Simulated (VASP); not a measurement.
**MoS2: electric field gradients with LDA**

Crystal: MoS2.

```xyz
6
Lattice="3.1610 0.0000 0.0000 -1.5805 2.7375 0.0000 0.0000 0.0000 12.2950" Properties=species:S:1:pos:R:3 pbc="T T T"
Mo    0.0000    1.8250    3.0737
Mo    1.5805    0.9125    9.2212
S     0.0000    1.8250    7.7151
S     1.5805    0.9125    1.5676
S     0.0000    1.8250   10.7274
S     1.5805    0.9125    4.5799
```

```yaml
Program: VASP 6.6.1
Task: electric field gradients
Functional: LDA
Potentials_or_basis: VASP PAW LDA potentials, release 64 (Mo_sv, S)
Cutoff: 520 eV
k_mesh: 10 × 10 × 3
Occupations: fermi-dirac, width 0.03 eV
Spin: no spin polarisation
Dipole_correction: no
Further_INCAR_settings: ALGO = Normal; EDIFF = 1e-08; NBANDS = 35
```

```json
{
 "Pressure": "1.2 GPa",
 "Largest force": "0.762 eV/Å",
 "Band gap on the k mesh": "0.84 eV (least direct gap 1.87 eV)",
 "Largest electric field gradient by atom": "Mo -96.7; S -62.9 V/Å²"
}
```

Forces on the atoms (eV/Å):
```
Mo   0.000  0.000  0.000
Mo   0.000  0.000  0.000
S    0.000  0.000 -0.762
S    0.000  0.000 -0.762
S    0.000  0.000  0.762
S    0.000  0.000  0.762
```

Stress tensor (GPa, compression positive):
```
-1.12  0.00  0.00
 0.00 -1.12  0.00
 0.00  0.00  5.73
```

Levels at points of the mesh, in eV from the valence-band top:
```tsv
k point	band 22	band 23	band 24	band 25	band 26	band 27	band 28	band 29	band 30	band 31
(0.00, 0.00, 0.00)	-2.57	-2.57	-1.30	-1.19	0.00	1.97	1.97	1.98	1.98	2.31
(0.50, 0.00, 0.00)	-2.53	-2.03	-1.87	-1.60	-1.46	1.37	1.41	1.86	2.07	2.81
```

Electric field gradients, principal values (V/Å²):
| atom | least | middle | greatest (by size) |
| --- | --- | --- | --- |
| 1 Mo | 48.338 | 48.340 | -96.677 |
| 2 Mo | 48.338 | 48.340 | -96.677 |
| 3 S | 31.464 | 31.465 | -62.929 |
| 4 S | 31.464 | 31.465 | -62.929 |
| 5 S | 31.464 | 31.465 | -62.929 |
| 6 S | 31.464 | 31.465 | -62.929 |

Run time: 110 s on 1 thread of Intel(R) Xeon(R) Platinum 8375C CPU @ 2.90GHz (Ice Lake), on a shared host, peak memory 0.23 GiB.

Caveat: the stress differs along the axes, from -1 to 6 GPa; without QUAD_EFG the Cq values of the log hold for a quadrupole moment of 1 mb, not for the nuclei. A k mesh can miss the band edges.
